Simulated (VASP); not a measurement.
# SnSe2 (Fmmm) in VASP: single point with PBE

Aim: the single point of SnSe2 with PBE.

Everything below comes from runs of VASP 6.6.1. Logs are shortened: lines on timing, memory, paths and dates and some standing lists are left out, and cuts for length are marked.

## Step 1: The cell of the first run

The structure is orthorhombic, space group Fmmm (No. 69). The conventional cell has a = 3.886 Å, b = 7.980 Å, c = 11.929 Å, α = 90.00°, β = 90.00°, γ = 90.00°. Sn (site symmetry mmm) has 4 Se at 2.71 Å within 3.6 Å. Within 3.6 Å of Se (site symmetry mm2) lie 2 Sn at 2.71 Å and 2 Se at 2.93 Å.

## Step 2: Single point, PBE

INCAR reads:

```
SYSTEM = SnSe2
  ALGO = Normal
  EDIFF = 1E-6
  ENCUT = 520
  GGA = PE
  ISIF = 2
  ISMEAR = 0
  LASPH = .True.
  LCHARG = .False.
  LREAL = .False.
  LWAVE = .False.
  NBANDS = 20
  NELM = 100
  PREC = Accurate
  SIGMA = 0.1
```

KPOINTS reads:

```
k-points
0
Gamma
  14 14 14
  0 0 0
```

POSCAR reads:

```
SnSe2
1.0
    0.0000000000      3.9897934478      5.9645823527
    1.9432328229      0.0000000000      5.9645823527
    1.9432328229      3.9897934478      0.0000000000
Sn Se
1 2
Direct
    0.0000000000      0.0000000000      0.0000000000
    0.3416521846      0.3416521846      0.6583478154
    0.6583478154      0.6583478154      0.3416521846
```

Potentials or basis: VASP PAW PBE potentials, release 64 (Sn_d, Se).

Run with:

```sh
$ cat potpaw_PBE.64/Sn_d/POTCAR potpaw_PBE.64/Se/POTCAR > POTCAR
$ mpirun -np 1 vasp_std > vasp.out
```

OUTCAR:

```text
SYSTEM = SnSe2
   EDIFF = 1E-6
   ENCUT = 520
   GGA = PE
   ISIF = 2
   ISMEAR = 0
   LASPH = .True.
   LREAL = .False.
   NELM = 100
   PREC = Accurate

 ion  position               nearest neighbor table
   1  0.000  0.000  0.000-   3 2.71   3 2.71   2 2.71   2 2.71
   2  0.342  0.342  0.658-   1 2.71   1 2.71
   3  0.658  0.658  0.342-   1 2.71   1 2.71

  LATTYP: Found a face centered orthorhombic cell.
 ALAT       =     3.8864656458
 B/A-ratio  =     2.0531731457
 C/A-ratio  =     3.0694121067

  Lattice vectors:

 A1 = (   0.0000000000,   3.9897934478,   5.9645823527)
 A2 = (   1.9432328229,   0.0000000000,   5.9645823527)
 A3 = (   1.9432328229,   3.9897934478,   0.0000000000)

Analysis of symmetry for initial positions (statically):
=====================================================================
 Subroutine PRICEL returns:
 Original cell was already a primitive cell.

 Routine SETGRP: Setting up the symmetry group for a
 face centered orthorhombic supercell.

 Subroutine GETGRP returns: Found  8 space group operations
 (whereof  8 operations were pure point group operations)
 out of a pool of  8 trial point group operations.

The static configuration has the point symmetry D_2h.

Analysis of symmetry for dynamics (positions and initial velocities):
=====================================================================
 Subroutine PRICEL returns:
 Original cell was already a primitive cell.

 Routine SETGRP: Setting up the symmetry group for a
 face centered orthorhombic supercell.

 Subroutine GETGRP returns: Found  8 space group operations
 (whereof  8 operations were pure point group operations)
 out of a pool of  8 trial point group operations.

The dynamic configuration has the point symmetry D_2h.

 Subroutine INISYM returns: Found  8 space group operations
 (whereof  8 operations are pure point group operations),
 and found     1 'primitive' translations

----------------------------------------------------------------------------------------

                                     Primitive cell

  volume of cell :      92.4880

  direct lattice vectors                    reciprocal lattice vectors
     0.000000000  3.989793448  5.964582353    -0.257303188  0.125319771  0.083828166
     1.943232823  0.000000000  5.964582353     0.257303188 -0.125319771  0.083828166
     1.943232823  3.989793448  0.000000000     0.257303188  0.125319771 -0.083828166

  length of vectors
[... 78 lines left out ...]
   ISPIN  =      1    spin polarized calculation?
   LNONCOLLINEAR =      F non collinear calculations
   LSORBIT =      F    spin-orbit coupling
   LASPH  =      T    aspherical Exc in radial PAW
   ENCUT  =  520.0 eV  38.22 Ry    6.18 a.u.  13.34 11.66  8.25*2*pi/ulx,y,z
   NELM   =    100;   NELMIN=  2; NELMDL= -5     # of ELM steps
   EDIFF  = 0.1E-05   stopping-criterion for ELM
   LREAL  =      F    real-space projection
   EDIFFG = 0.1E-04   stopping-criterion for IOM
   NSW    =      0    number of steps for IOM
   IBRION =     -1    ionic relax: 0-MD 1-quasi-New 2-CG
   NFREE  =      0    steps in history (QN), initial steepest desc. (CG)
   ISIF   =      2    stress and relaxation
   ISYM   =      2    0-nonsym 1-usesym 2-fastsym
   POTIM  = 0.5000    time-step for ionic-motion
   TEBEG  =    0.0;   TEEND  =   0.0 temperature during run
   PSTRESS=    0.0 pullay stress
   NELECT =      26.0000    total number of electrons
   NUPDOWN=      -1.0000    fix difference up-down
   EMIN   =  10.00;   EMAX   =-10.00  energy-range for DOS
   EFERMI =   0.00;   METHOD = LEGACY
   ISMEAR =     0;   SIGMA  =   0.10  broadening in eV -4-tet -1-fermi 0-gaus
   EFERMI_NEDOS =   21; number of points for ismear=-14 and -15
   IALGO  =     38    algorithm
   IMIX   =      4    mixing-type and parameters
     AMIX     =   0.40;   BMIX     =  1.00
     AMIX_MAG =   1.60;   BMIX_MAG =  1.00
  volume/ion in A,a.u.               =      30.83       208.05
  Fermi-wavevector in a.u.,A,eV,Ry     =   1.072435  2.026608 15.648280  1.150116
  Thomas-Fermi vector in A             =   2.208205
   LORBIT       =      0    0 simple, 1 ext, 2 COOP (PROOUT), +10 PAW based schemes
   GGA     = PE    functional components
   LHFCALC =     F    Hartree Fock is set to
   AEXX    =    0.0000 exact exchange contribution
   IVDW    =     0    specifies the selected vdW correction
   LEPSILON=     F    determine dielectric tensor
   LRPA    =     F    only Hartree local field effects (RPA)
 non-spin polarized calculation
 Gauss-broadening in eV      SIGMA  =   0.10
  energy-cutoff  :      520.00
  volume of cell :       92.49
 maximum number of plane-waves:      2523
 NGX is ok and might be reduce to    54
   NGX = 27   NGY = 23   NGZ = 17

 number of electron      26.0000000 magnetization

 Free energy of the ion-electron system (eV)
  ---------------------------------------------------
  ext. energy  EPLUGINS =         0.00000000
  ---------------------------------------------------
  free energy    TOTEN  =       -10.82010087 eV

  energy without entropy =      -10.81402891  energy(sigma->0) =      -10.81706489

 E-fermi :   3.2612     XC(G=0):  -8.6873

 val. band max:        3.2570406949   @ k =  -0.4286   0.2857   0.0714
 cond. band min:       3.2648190195   @ k =   0.5000   0.5000   0.0000
 fundamental gap:      0.0077783246
 Fermi energy:         3.2611527284

 k-point     1 :       0.0000    0.0000    0.0000
  band No.  band energies     occupation
      1     -18.7070      2.00000
      2     -18.6070      2.00000
      3     -18.6019      2.00000
      4     -18.5005      2.00000
      5     -18.4748      2.00000
      6     -10.6793      2.00000
[... 541 lines left out ...]
     19       9.6981      0.00000
     20      10.2272      0.00000

 [... further k-points ...]
[... 5 lines left out ...]
  --------------------------------------------------------------------------------------
  -------------------------------------------------------------------------------------
  Total        0.0221612     -0.0094456      0.0171312      0.0000000      0.0000000      0.0000000
  in kB        0.3839011     -0.1636273      0.2967645      0.0000000      0.0000000      0.0000000
  external PRESSURE =       0.1723461 kB  Pullay stress =       0.0000000 kB

 VOLUME and BASIS-vectors are now :
 -----------------------------------------------------------------------------
  energy-cutoff  :      520.00
  volume of cell :       92.49
      direct lattice vectors                 reciprocal lattice vectors
     0.000000000  3.989793448  5.964582353    -0.257303188  0.125319771  0.083828166
     1.943232823  0.000000000  5.964582353     0.257303188 -0.125319771  0.083828166
     1.943232823  3.989793448  0.000000000     0.257303188  0.125319771 -0.083828166

 POSITION                                       TOTAL-FORCE (eV/Angst)
 -----------------------------------------------------------------------------------
      0.00000      0.00000      0.00000         0.000000      0.000000     -0.000000
      1.94323      3.98979      4.07563         0.000000     -0.000000     -0.017401
      1.94323      3.98979      7.85354         0.000000     -0.000000      0.017401
 -----------------------------------------------------------------------------------
    total drift:                                0.000000     -0.000000      0.000000

  FREE ENERGIE OF THE ION-ELECTRON SYSTEM (eV)
  ---------------------------------------------------
  free  energy   TOTEN  =       -10.8201008666 eV

  energy  without entropy=      -10.8140289068  energy(sigma->0) =      -10.81706489
```

OSZICAR:

```text
N       E                     dE             d eps       ncg     rms          rms(c)
DAV:   1     0.199659117821E+03    0.19966E+03   -0.11916E+04 17304   0.138E+03
DAV:   2     0.121949048624E+02   -0.18746E+03   -0.18035E+03 18724   0.355E+02
DAV:   3    -0.103832223773E+02   -0.22578E+02   -0.22072E+02 21224   0.111E+02
DAV:   4    -0.112099836493E+02   -0.82676E+00   -0.82069E+00 21000   0.227E+01
DAV:   5    -0.112308490165E+02   -0.20865E-01   -0.20860E-01 23128   0.370E+00    0.479E+00
DAV:   6    -0.108511447275E+02    0.37970E+00   -0.93540E-01 23616   0.664E+00    0.293E+00
DAV:   7    -0.108225242286E+02    0.28620E-01   -0.16615E-01 19488   0.198E+00    0.116E+00
DAV:   8    -0.108197435974E+02    0.27806E-02   -0.18094E-02 20356   0.106E+00    0.225E-01
DAV:   9    -0.108199786858E+02   -0.23509E-03   -0.32863E-03 20104   0.361E-01    0.807E-02
DAV:  10    -0.108200958764E+02   -0.11719E-03   -0.59987E-04 18628   0.130E-01    0.249E-02
DAV:  11    -0.108200978210E+02   -0.19446E-05   -0.99403E-05 20108   0.606E-02    0.113E-02
DAV:  12    -0.108201000751E+02   -0.22541E-05   -0.93294E-06 19112   0.204E-02    0.518E-03
DAV:  13    -0.108201008666E+02   -0.79150E-06   -0.32114E-06 18352   0.124E-02
   1 F= -.10820101E+02 E0= -.10817065E+02  d E =-.607196E-02
```

stdout:

```text
POSCAR found type information on POSCAR SnSe
 POSCAR found :  2 types and       3 ions
 scaLAPACK will be used
 LDA part: xc-table for (Slater+PW92), standard interpolation
 POSCAR, INCAR and KPOINTS ok, starting setup
 FFT: planning ... GRIDC
 FFT: planning ... GRID_SOFT
 FFT: planning ... GRID
 WAVECAR not read
 entering main loop
```

Run time: 8.1 min. Hardware: 1 thread of Intel Xeon 6975P-C (Granite Rapids), shared host; peak memory 0.86 GiB.

Results:

- Free energy: -10.8201 eV
- Pressure: 0.0 GPa
- Largest force: 0.017 eV/Å
- Band gap on the k mesh: zero (band 13 reaches 4.00 eV, above the bottom of band 14 at 2.44 eV)

Forces on the atoms (eV/Å):
```
Sn   0.000  0.000  0.000
Se   0.000  0.000 -0.017
Se   0.000  0.000  0.017
```

Caveat: spin-orbit coupling is left out, which moves the levels of the heavy elements.
